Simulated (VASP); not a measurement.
# TiSi16 (a cell with a defect) in VASP: single point with PBE

Aim: the single point of TiSi16 (a cell with a defect) with PBE.

Program: VASP 6.6.1. These are calculated values, not measurements. Logs are shortened: lines on timing, memory, paths and dates and some standing lists are left out, and cuts for length are marked.

## Step 1: The cell of the first run

The cell holds a defect, 17 atoms: a = 7.679 Å, b = 7.679 Å, c = 7.679 Å, α = 60.00°, β = 60.00°, γ = 60.00°.

## Step 2: Single point, PBE

Input file INCAR:

```
SYSTEM = TiSi16
ALGO = Normal ; EDIFF = 1E-6
ENCUT = 520 ; GGA = PE
ISIF = 2 ; ISMEAR = -1
LASPH = .TRUE. ; LCHARG = .TRUE.
LELF = .TRUE. ; LREAL = Auto
LVHAR = .TRUE. ; LWAVE = .FALSE.
NBANDS = 52 ; NELM = 60
PREC = Accurate ; SIGMA = 0.05
```

Input file KPOINTS:

```
k-points
0
G
  2 2 2
  0 0 0
```

Input file POSCAR:

```
TiSi16
1.0
    0.0000000000      5.4300000000      5.4300000000
    5.4300000000      0.0000000000      5.4300000000
    5.4300000000      5.4300000000      0.0000000000
Si Ti
16 1
Direct
    0.0150358195     -0.0429840700      0.0142945672
    0.1135380295      0.1201927256      0.1128643646
   -0.0286862799      0.0057623389      0.5117857274
    0.1134889503      0.1202620626      0.6540604052
   -0.0016848066      0.4911498158     -0.0004870166
    0.1383034991      0.5824058932      0.1396241252
   -0.0016972376      0.4911744015      0.5109950276
    0.1132624309      0.6347758748      0.6259812155
    0.5125401473      0.0056121547     -0.0294162063
    0.6548227440      0.1202713628      0.1127649171
    0.5125507366      0.0056258748      0.5119183241
    0.6110546961      0.1688976059      0.6103607735
    0.5097470534      0.4910571823     -0.0004162983
    0.6247406998      0.6347532228      0.1145191529
    0.4846077348      0.5435099448      0.4859162063
    0.6247013812      0.6348104052      0.6259466851
    0.3131824125      0.0629625230      0.3122870166
```

Potentials or basis: VASP PAW PBE potentials, release 64 (Si, Ti_sv).

On the command line:

```console
cat potpaw_PBE.64/Si/POTCAR potpaw_PBE.64/Ti_sv/POTCAR > POTCAR
mpirun -np 1 vasp_std > vasp.out
```

OUTCAR:

```text
SYSTEM = TiSi16
   EDIFF = 1E-6
   ENCUT = 520
   GGA = PE
   ISIF = 2
   ISMEAR = -1
   LASPH = .TRUE.
   LREAL = Auto
   NELM = 60
   PREC = Accurate

 ion  position               nearest neighbor table
   1  0.015  0.957  0.014-  10 2.28   4 2.28   2 2.28   6 2.35
   2  0.114  0.120  0.113-   1 2.28   5 2.33  17 2.43   3 2.50   9 2.50
   3  0.971  0.006  0.512-  12 2.28   8 2.33  17 2.43   2 2.50   4 2.50
   4  0.113  0.120  0.654-   1 2.28   7 2.33  17 2.43   3 2.50  11 2.51
   5  0.998  0.491  1.000-   2 2.33   6 2.34   8 2.35  14 2.35
   6  0.138  0.582  0.140-   5 2.34   7 2.34  13 2.34   1 2.35
   7  0.998  0.491  0.511-   4 2.33   6 2.34   8 2.35  16 2.35
   8  0.113  0.635  0.626-   3 2.33  15 2.34   5 2.35   7 2.35
   9  0.513  0.006  0.971-  12 2.28  14 2.33  17 2.43   2 2.50  10 2.51
  10  0.655  0.120  0.113-   1 2.28  13 2.33  17 2.43   9 2.51  11 2.51
  11  0.513  0.006  0.512-  12 2.28  16 2.33  17 2.43   4 2.51  10 2.51
  12  0.611  0.169  0.610-  11 2.28   9 2.28   3 2.28  15 2.35
  13  0.510  0.491  1.000-  10 2.33   6 2.34  14 2.35  16 2.35
  14  0.625  0.635  0.115-   9 2.33  15 2.34   5 2.35  13 2.35
  15  0.485  0.544  0.486-   8 2.34  14 2.34  16 2.34  12 2.35
  16  0.625  0.635  0.626-  11 2.33  15 2.34   7 2.35  13 2.35
  17  0.313  0.063  0.312-  10 2.43  11 2.43   9 2.43   4 2.43   2 2.43   3 2.43

  LATTYP: Found a face centered cubic cell.
 ALAT       =    10.8600000000

  Lattice vectors:

 A1 = (   0.0000000000,   5.4300000000,   5.4300000000)
 A2 = (   5.4300000000,   0.0000000000,   5.4300000000)
 A3 = (   5.4300000000,   5.4300000000,   0.0000000000)

Analysis of symmetry for initial positions (statically):
=====================================================================
 Subroutine PRICEL returns:
 Original cell was already a primitive cell.

 Routine SETGRP: Setting up the symmetry group for a
 face centered cubic supercell.

 Subroutine GETGRP returns: Found  1 space group operations
 (whereof  1 operations were pure point group operations)
 out of a pool of 48 trial point group operations.

The static configuration has the point symmetry C_1 .

Analysis of symmetry for dynamics (positions and initial velocities):
=====================================================================
 Subroutine PRICEL returns:
 Original cell was already a primitive cell.

 Routine SETGRP: Setting up the symmetry group for a
 face centered cubic supercell.

 Subroutine GETGRP returns: Found  1 space group operations
 (whereof  1 operations were pure point group operations)
 out of a pool of 48 trial point group operations.

The dynamic configuration has the point symmetry C_1 .

 Subroutine INISYM returns: Found  1 space group operations
 (whereof  1 operations are pure point group operations),
 and found     1 'primitive' translations

----------------------------------------------------------------------------------------

                                     Primitive cell

  volume of cell :     320.2060

  direct lattice vectors                    reciprocal lattice vectors
     0.000000000  5.430000000  5.430000000    -0.092081031  0.092081031  0.092081031
     5.430000000  0.000000000  5.430000000     0.092081031 -0.092081031  0.092081031
     5.430000000  5.430000000  0.000000000     0.092081031  0.092081031 -0.092081031

  length of vectors
     7.679179644  7.679179644  7.679179644     0.159489025  0.159489025  0.159489025

  position of ions in fractional coordinates (direct lattice)
     0.015035819  0.957015930  0.014294567
     0.113538029  0.120192726  0.112864365
     0.971313720  0.005762339  0.511785727
     0.113488950  0.120262063  0.654060405
     0.998315193  0.491149816  0.999512983
     0.138303499  0.582405893  0.139624125
[... 9 lines left out ...]
     0.624701381  0.634810405  0.625946685
     0.313182412  0.062962523  0.312287017

  ion indices of the primitive-cell ions
   primitive index   ion index
                 1           1
                 2           2
                 3           3
                 4           4
                 5           5
                 6           6
[... 9 lines left out ...]
                16          16
                17          17

----------------------------------------------------------------------------------------

 KPOINTS: k-points

Automatic generation of k-mesh.
 Grid dimensions read from file:
 generate k-points for:    2    2    2

 Generating k-lattice:

  Cartesian coordinates                     Fractional coordinates (reciprocal lattice)
    -0.046040516  0.046040516  0.046040516     0.500000000  0.000000000  0.000000000
     0.046040516 -0.046040516  0.046040516     0.000000000  0.500000000  0.000000000
     0.046040516  0.046040516 -0.046040516     0.000000000  0.000000000  0.500000000

  Length of vectors
     0.079744512  0.079744512  0.079744512

  Shift w.r.t. Gamma in fractional coordinates (k-lattice)
     0.000000000  0.000000000  0.000000000

 Subroutine IBZKPT returns following result:
 ===========================================

 Found      8 irreducible k-points:

 Following reciprocal coordinates:
            Coordinates               Weight
  0.000000  0.000000  0.000000      1.000000
  0.500000  0.000000  0.000000      1.000000
  0.000000  0.500000  0.000000      1.000000
  0.000000  0.000000  0.500000      1.000000
  0.500000  0.500000  0.500000      1.000000
  0.500000  0.500000  0.000000      1.000000
  0.000000  0.500000  0.500000      1.000000
  0.500000  0.000000  0.500000      1.000000
   k-points           NKPTS =      8   k-points in BZ     NKDIM =      8   number of bands    NBANDS=     52
   number of dos      NEDOS =    301   number of ions     NIONS =     17
   total plane-waves  NPLWV = 216000
   dimension x,y,z NGX =    60 NGY =   60 NGZ =   60
   dimension x,y,z NGXF=   120 NGYF=  120 NGZF=  120
   ions per type =              16   1
   NGX,Y,Z   is equivalent  to a cutoff of  12.99, 12.99, 12.99 a.u.
   NGXF,Y,Z  is equivalent  to a cutoff of  25.98, 25.98, 25.98 a.u.
 SYSTEM =  TiSi16
   PREC   = accura    normal or accurate (medium, high low for compatibility)
   ISTART =      0    job   : 0-new  1-cont  2-samecut
   ICHARG =      2    charge: 1-file 2-atom 10-const
   ISPIN  =      1    spin polarized calculation?
   LNONCOLLINEAR =      F non collinear calculations
   LSORBIT =      F    spin-orbit coupling
   LASPH  =      T    aspherical Exc in radial PAW
   ENCUT  =  520.0 eV  38.22 Ry    6.18 a.u.  14.28 14.28 14.28*2*pi/ulx,y,z
   NELM   =     60;   NELMIN=  2; NELMDL= -5     # of ELM steps
   EDIFF  = 0.1E-05   stopping-criterion for ELM
   LREAL  =      T    real-space projection
   EDIFFG = 0.1E-04   stopping-criterion for IOM
   NSW    =      0    number of steps for IOM
   IBRION =     -1    ionic relax: 0-MD 1-quasi-New 2-CG
   NFREE  =      0    steps in history (QN), initial steepest desc. (CG)
   ISIF   =      2    stress and relaxation
   ISYM   =      2    0-nonsym 1-usesym 2-fastsym
   POTIM  = 0.5000    time-step for ionic-motion
   TEBEG  =    0.0;   TEEND  =   0.0 temperature during run
   PSTRESS=    0.0 pullay stress
   NELECT =      76.0000    total number of electrons
   NUPDOWN=      -1.0000    fix difference up-down
   EMIN   =  10.00;   EMAX   =-10.00  energy-range for DOS
   EFERMI =   0.00;   METHOD = LEGACY
   ISMEAR =    -1;   SIGMA  =   0.05  broadening in eV -4-tet -1-fermi 0-gaus
   EFERMI_NEDOS =   21; number of points for ismear=-14 and -15
   IALGO  =     38    algorithm
   IMIX   =      4    mixing-type and parameters
     AMIX     =   0.40;   BMIX     =  1.00
     AMIX_MAG =   1.60;   BMIX_MAG =  1.00
  volume/ion in A,a.u.               =      18.84       127.11
  Fermi-wavevector in a.u.,A,eV,Ry     =   1.013607  1.915439 13.978610  1.027399
  Thomas-Fermi vector in A             =   2.146786
   LORBIT       =      0    0 simple, 1 ext, 2 COOP (PROOUT), +10 PAW based schemes
   GGA     = PE    functional components
   LHFCALC =     F    Hartree Fock is set to
   AEXX    =    0.0000 exact exchange contribution
   IVDW    =     0    specifies the selected vdW correction
   LEPSILON=     F    determine dielectric tensor
   LRPA    =     F    only Hartree local field effects (RPA)
 non-spin polarized calculation
  energy-cutoff  :      520.00
  volume of cell :      320.21
 maximum number of plane-waves:      8646
 NGX is ok and might be reduce to    60
   NGX = 29   NGY = 29   NGZ = 29

 number of electron      76.0000002 magnetization

 Free energy of the ion-electron system (eV)
  ---------------------------------------------------
  ext. energy  EPLUGINS =         0.00000000
  ---------------------------------------------------
  free energy    TOTEN  =       -90.53333987 eV

  energy without entropy =      -90.45307064  energy(sigma->0) =      -90.49320526

 E-fermi :   6.8915     XC(G=0):  -9.7498

 val. band max:        6.8912047413   @ k =   0.5000   0.5000   0.0000
 cond. band min:       6.9276935753   @ k =   0.5000   0.0000   0.0000
 fundamental gap:      0.0364888341
 Fermi energy:         6.8914513539

 k-point     1 :       0.0000    0.0000    0.0000
  band No.  band energies     occupation
      1     -49.8985      2.00000
      2     -26.3741      2.00000
      3     -26.2213      2.00000
      4     -26.2213      2.00000
      5      -5.6609      2.00000
      6      -3.4585      2.00000
[... 42 lines left out ...]
     49       8.5213      0.00000
     50       8.9084      0.00000

 k-point     2 :       0.5000    0.0000    0.0000
  band No.  band energies     occupation
      1     -49.8985      2.00000
      2     -26.3741      2.00000
      3     -26.2213      2.00000
      4     -26.2213      2.00000
      5      -4.8629      2.00000
      6      -4.8291      2.00000
[... 310 lines left out ...]
 k-point     8 :       0.5000    0.0000    0.5000
  band No.  band energies     occupation
      1     -49.8985      2.00000
      2     -26.3741      2.00000
      3     -26.2213      2.00000
      4     -26.2213      2.00000
      5      -4.5833      2.00000
      6      -4.5513      2.00000
[... 42 lines left out ...]
     49       9.9953      0.00000
     50      10.4754      0.00000
 [bands above 50 left out]

------------------------ aborting loop because EDIFF is reached ----------------------------------------

  FORCE on cell =-STRESS in cart. coord.  units (eV):
  Direction    XX          YY          ZZ          XY          YZ          ZX
  --------------------------------------------------------------------------------------
  -------------------------------------------------------------------------------------
  Total       12.2101045     12.2067310     12.2042694      1.7946392      1.8037881     -1.8033497
  in kB       61.0942697     61.0773902     61.0650732      8.9796258      9.0254032     -9.0232097
  external PRESSURE =      61.0789110 kB  Pullay stress =       0.0000000 kB

 VOLUME and BASIS-vectors are now :
 -----------------------------------------------------------------------------
  energy-cutoff  :      520.00
  volume of cell :      320.21
      direct lattice vectors                 reciprocal lattice vectors
     0.000000000  5.430000000  5.430000000    -0.092081031  0.092081031  0.092081031
     5.430000000  0.000000000  5.430000000     0.092081031 -0.092081031  0.092081031
     5.430000000  5.430000000  0.000000000     0.092081031  0.092081031 -0.092081031

 POSITION                                       TOTAL-FORCE (eV/Angst)
 -----------------------------------------------------------------------------------
      5.27422      0.15926      5.27824        -0.018232      0.017577     -0.021126
      1.26550      1.22936      1.26916        -0.012263     -0.000577     -0.014411
      2.81029      8.05323      5.30552         0.012434     -0.012983     -0.000561
      4.20457      4.16779      1.26927         0.001376      0.012068     -0.014297
      8.09430     10.84821      8.08779        -0.012773     -0.001891     -0.009068
      3.92062      1.50915      3.91345        -0.029937      0.031240     -0.025537
[... 9 lines left out ...]
      6.84591      6.79102      6.83915         0.012500      0.003980      0.014540
      2.03761      3.39630      2.04247        -0.001757     -0.006930     -0.010832
 -----------------------------------------------------------------------------------
    total drift:                                0.003018     -0.007396      0.005259

  FREE ENERGIE OF THE ION-ELECTRON SYSTEM (eV)
  ---------------------------------------------------
  free  energy   TOTEN  =       -90.5333398747 eV

  energy  without entropy=      -90.4530706362  energy(sigma->0) =      -90.49320526
```

Run time: 2.6 min. Hardware: 1 thread of Intel Xeon 6975P-C (Granite Rapids), shared host; peak memory 0.5 GiB.

What came out:

| Quantity | Value |
| --- | --- |
| Free energy | -90.5333 eV |
| Pressure | 6.1 GPa |
| Largest force | 0.050 eV/Å |
| Band gap on the k mesh | zero (bands 38 and 39 overlap by 0.21 eV) |

Forces on the atoms (eV/Å):
```
Si  -0.018  0.018 -0.021
Si  -0.012 -0.001 -0.014
Si   0.012 -0.013 -0.001
Si   0.001  0.012 -0.014
Si  -0.013 -0.002 -0.009
Si  -0.030  0.031 -0.026
Si   0.003  0.014 -0.009
Si   0.011 -0.010  0.001
Si   0.003 -0.015  0.011
Si  -0.015  0.015  0.000
Si   0.014 -0.002  0.011
Si   0.020 -0.022  0.017
Si  -0.013  0.014  0.005
Si  -0.002 -0.011  0.015
Si   0.027 -0.025  0.031
Si   0.013  0.004  0.015
Ti  -0.002 -0.007 -0.011
```

Stress tensor (GPa, compression positive):
```
 6.11  0.90 -0.90
 0.90  6.11  0.90
-0.90  0.90  6.11
```

Levels at points of the mesh, in eV from the Fermi level:
| k point | band 34 | band 35 | band 36 | band 37 | band 38 | band 39 | band 40 | band 41 | band 42 | band 43 |
| --- | --- | --- | --- | --- | --- | --- | --- | --- | --- | --- |
| (0.00, 0.00, 0.00) | -1.24 | -1.24 | -0.78 | -0.23 | -0.23 | -0.18 | -0.18 | -0.07 | -0.05 | 0.13 |
| (0.50, 0.00, 0.00) | -1.46 | -1.42 | -1.08 | -0.78 | 0.04 | 0.37 | 0.67 | 0.67 | 0.84 | 0.88 |
| (0.00, 0.50, 0.00) | -2.32 | -1.35 | -1.35 | -0.21 | -0.21 | 0.32 | 0.52 | 0.82 | 0.83 | 1.13 |
| (0.00, 0.00, 0.50) | -1.46 | -1.42 | -1.08 | -0.78 | 0.04 | 0.37 | 0.67 | 0.67 | 0.84 | 0.88 |
| (0.50, 0.50, 0.50) | -1.46 | -1.42 | -1.08 | -0.78 | 0.04 | 0.37 | 0.67 | 0.67 | 0.84 | 0.88 |
| (0.50, 0.50, 0.00) | -2.13 | -1.80 | -1.59 | -0.19 | 0.00 | 0.30 | 0.55 | 0.81 | 1.05 | 1.55 |
| (0.00, 0.50, 0.50) | -2.13 | -1.80 | -1.59 | -0.19 | 0.00 | 0.30 | 0.55 | 0.81 | 1.05 | 1.55 |
| (0.50, 0.00, 0.50) | -2.13 | -1.80 | -1.59 | -0.19 | 0.00 | 0.30 | 0.55 | 0.81 | 1.05 | 1.55 |

Caveat: the k points lie up to 0.50 Å⁻¹ apart.
